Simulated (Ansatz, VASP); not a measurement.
## Two plane-wave programs on Hf5Br

The input INCAR:

```
PREC     = Accurate       # precision mode
ENCUT    = 520            # plane-wave cutoff, eV
EDIFF    = 1E-7           # SCF threshold, eV
ISMEAR   = 0              # smearing method
SIGMA    = 0.1            # smearing width, eV
LREAL    = False          # projectors in reciprocal space
LASPH    = True           # aspherical terms in the spheres
NELM     = 100            # most SCF steps
ALGO     = Normal         # electronic algorithm
ISIF     = 2              # what is computed and relaxed
LWAVE    = False          # write WAVECAR
LCHARG   = False          # write CHGCAR
GGA      = PE             # functional
NBANDS   = 38             # bands
```

Contents of KPOINTS:

```
regular mesh
0
Gamma
  4 4 4
```

POSCAR

```
Hf5Br
1.0
    0.0000000000      4.0570189100      4.0570189100
    4.0570189100      0.0000000000      4.0570189100
    4.0570189100      4.0570189100      0.0000000000
Hf Br
5 1
Direct
    0.0000000000      0.0000000000      0.0000000000
    0.1555313500      0.1555313500      0.1555313500
    0.1555313500      0.1555313500      0.5334059600
    0.1555313500      0.5334059600      0.1555313500
    0.5334059600      0.1555313500      0.1555313500
    0.5000000000      0.5000000000      0.5000000000
```

Input for Ansatz:

```yaml
crystal:
  lattice:
    - [0.0, 4.05701891, 4.05701891]
    - [4.05701891, 0.0, 4.05701891]
    - [4.05701891, 4.05701891, 0.0]
  atoms:
    - { symbol: Hf, position: [0.0, 0.0, 0.0] }
    - { symbol: Hf, position: [0.15553135, 0.15553135, 0.15553135] }
    - { symbol: Hf, position: [0.15553135, 0.15553135, 0.53340596] }
    - { symbol: Hf, position: [0.15553135, 0.53340596, 0.15553135] }
    - { symbol: Hf, position: [0.53340596, 0.15553135, 0.15553135] }
    - { symbol: Br, position: [0.5, 0.5, 0.5] }
basis:
  ecutwfc: 420
kpoints:
  mp_grid: { grid: [4, 4, 4] }
hamiltonian:
  xc: pbe
scf:
  occupations: { method: gaussian, width: 0.1 }
  lower_state_search: "off"
output:
  forces: true
  stress: true
  eigenvalues: true
```

Alike in both runs: task single point; functional PBE; k mesh 4 × 4 × 4; occupations gaussian, width 0.1 eV; no spin polarisation.

```csv
,VASP,Ansatz
version,VASP 6.6.1,Ansatz 0.2.0
potentials or method,"VASP PAW PBE potentials, release 64 (Hf_pv, Br), cutoff 520 eV","scalar-relativistic, plane waves, PAW"
valence electrons in the cell,57,137
```

```csv
,VASP,Ansatz,Ansatz less VASP
gap on the k mesh at the Fermi level (eV),none,none,-
rms of the force components (eV/Å),6.534,6.865,+0.3316
```

Atom by atom the forces differ by 0.332 eV/Å (rms over components). A gap of «none» marks a metal or a gap that the smearing closes. VASP's potentials hold 57 valence electrons a cell and Ansatz's 137, so a difference there can come from the potentials and not from the codes.

Neither program's run includes spin-orbit coupling.
